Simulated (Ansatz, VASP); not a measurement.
**Two plane-wave programs on PbSe**

```
Pb Se
1.0
     0.00000    3.14928    3.14928
     3.14928    0.00000    3.14928
     3.14928    3.14928    0.00000
Pb Se
1 1
Direct
  0.00000 0.00000 0.00000
  0.50000 0.50000 0.50000
```

Alike in both runs: task single point; functional r2SCAN; k mesh 6 × 6 × 6; no spin polarisation.

```csv
,VASP,Ansatz
version,VASP 6.6.1,Ansatz 0.2.0
potentials or method,"VASP PAW PBE potentials, release 64 (Pb_d, Se)","plane waves, PAW"
plane-wave cutoff (eV),520,500
occupations,"gaussian, width 0.01 eV",fixed
valence electrons in the cell,20,30
```

```tsv
	VASP	Ansatz	Ansatz less VASP
gap on the k mesh at the Fermi level (eV)	0.84	0.84	-0.005
pressure (GPa)	-2.7	-2.6	+0.01
```

VASP's potentials were made for PBE, not for r2SCAN. VASP's potentials hold 20 valence electrons a cell and Ansatz's 30, so a difference there can come from the potentials and not from the codes.

Spin-orbit coupling is off throughout.
